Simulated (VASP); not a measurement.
Runs of VASP 6.6.1 on Sc3H. The structure is that of space group Pm-3m (No. 221), or close to it. The cells are those of the table. 

| task | cell | k mesh | cutoff (eV) | gap on the mesh (eV) | pressure (GPa) | relaxed volume (Å³/atom) |
| --- | --- | --- | --- | --- | --- | --- |
| relaxation of cell and atoms | relaxed from a = 3.969 Å, 4 atoms | 4 × 4 × 4 | 600 | none | -0.2 | 20.48 |
| relaxation of cell and atoms | relaxed from a = 4.331 Å, 4 atoms | 12 × 12 × 12 | 600 | none | 0.0 | 20.42 |
| single point | a = 4.331 Å, 4 atoms | 4 × 4 × 4 | 520 | none | (a) | - |
| single point | a = 4.341 Å, 4 atoms | 12 × 12 × 12 | 520 | none | 0.0 | - |

Alike in all rows: level PBE; potentials or basis VASP PAW PBE potentials, release 64 (Sc_sv, H); no spin polarisation; smearing gaussian 0.1 eV.

Problem. Fill in the values left out.

Solution. (a) 0.1.

Caveats: some runs use coarse meshes; the volume moved by over 15 % at a fixed basis, so the end points are rough (at least some runs).

A gap of «none» marks levels without a gap at the run's occupations.
